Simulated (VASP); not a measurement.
**N: single point with r2SCAN**

N:

```
N
1.0
     4.18597    0.00000    0.00000
     0.00000    4.18597    0.00000
     0.00000    0.00000    5.40957
N
4
Direct
  0.90767 0.90767 0.00000
  0.59233 0.40767 0.50000
  0.09233 0.09233 0.00000
  0.40767 0.59233 0.50000
```

```yaml
Program: VASP 6.6.1
Task: single point
Functional: r2SCAN
Potentials_or_basis: VASP PAW PBE potentials, release 64 (N)
Cutoff: 520 eV
k_mesh: 6 × 6 × 4
Occupations: gaussian, width 0.02 eV
Spin: no spin polarisation
Dipole_correction: no
Further_INCAR_settings: ALGO = Normal; EDIFF = 1e-06; NBANDS = 18
```

```json
{
 "Pressure": "2.5 GPa",
 "Largest force": "2.312 eV/Å",
 "Band gap on the k mesh": "7.85 eV, indirect (least direct gap 7.99 eV)"
}
```

Forces in eV/Å, atoms in the order of the input:
```
N   -1.635 -1.635  0.000
N    1.635 -1.635  0.000
N    1.635  1.635  0.000
N   -1.635  1.635  0.000
```

Stress tensor (GPa, compression positive):
```
 3.92  0.00  0.00
 0.00  3.92  0.00
 0.00  0.00 -0.34
```

Levels at points of the mesh, in eV from the valence-band top:
| k point | band 6 | band 7 | band 8 | band 9 | band 10 | band 11 | band 12 | band 13 | band 14 | band 15 |
| --- | --- | --- | --- | --- | --- | --- | --- | --- | --- | --- |
| (0.00, 0.00, 0.00) | -1.42 | -1.42 | -1.33 | -0.84 | -0.14 | 7.85 | 8.72 | 9.03 | 9.03 | 11.91 |
| (0.50, 0.00, 0.00) | -1.59 | -1.58 | -1.58 | -0.19 | -0.19 | 8.83 | 8.83 | 8.84 | 8.84 | 12.93 |
| (0.50, 0.50, 0.00) | -1.71 | -1.55 | -1.55 | -0.03 | -0.03 | 8.62 | 8.62 | 9.54 | 9.54 | 13.27 |
| (0.00, 0.00, 0.50) | -1.74 | -1.43 | -1.43 | -0.37 | -0.37 | 8.26 | 8.26 | 9.01 | 9.01 | 12.81 |
| (0.50, 0.00, 0.50) | -1.72 | -1.41 | -1.41 | -0.24 | -0.24 | 8.47 | 8.47 | 9.13 | 9.13 | 13.49 |
| (0.50, 0.50, 0.50) | -1.74 | -1.58 | -1.58 | 0.00 | 0.00 | 8.63 | 8.63 | 9.54 | 9.54 | 13.78 |

Run time: 63 s on 1 thread of Intel(R) Xeon(R) 6975P-C (Granite Rapids), on a shared host, peak memory 0.2 GiB.

Caveat: the standard files for N, O and F lose accuracy on very short bonds; the PAW data sets were made with another functional, which shifts forces and pressure a little. A k mesh can miss the band edges.
